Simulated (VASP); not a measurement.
NaCl:

```
Na Cl
1.0
     2.86000    0.00000    0.00000
     0.00000    2.86000    0.00000
     0.00000    0.00000    2.86000
Na Cl
1 1
Direct
  0.00000 0.00000 0.00000
  0.50000 0.50000 0.50000
```

Base run:

| Quantity | Value |
| --- | --- |
| Program | VASP 6.6.1 |
| Functional | PBEsol |
| Potentials or basis | VASP PAW PBE potentials, release 64 (Na_pv, Cl) |
| Cutoff | 520 eV |
| k mesh | 8 × 8 × 8 |
| Occupations | fermi-dirac, width 0.02 eV |
| Spin | no spin polarisation |

Its results: band gap on the k mesh 4.20 eV, direct; pressure 60.1 GPa.

**Question.** The run is repeated on the same cell with these changes: functional from PBEsol to PBE. What comes out?

**Answer.** Band gap on the k mesh 4.42 eV, direct; pressure 65.1 GPa.

PBE binds less tightly than PBEsol, so the same cell stands under more pressure.

Caveats: the PAW data sets were made with another functional, which shifts forces and pressure a little (some runs).

A k mesh can miss the band edges.
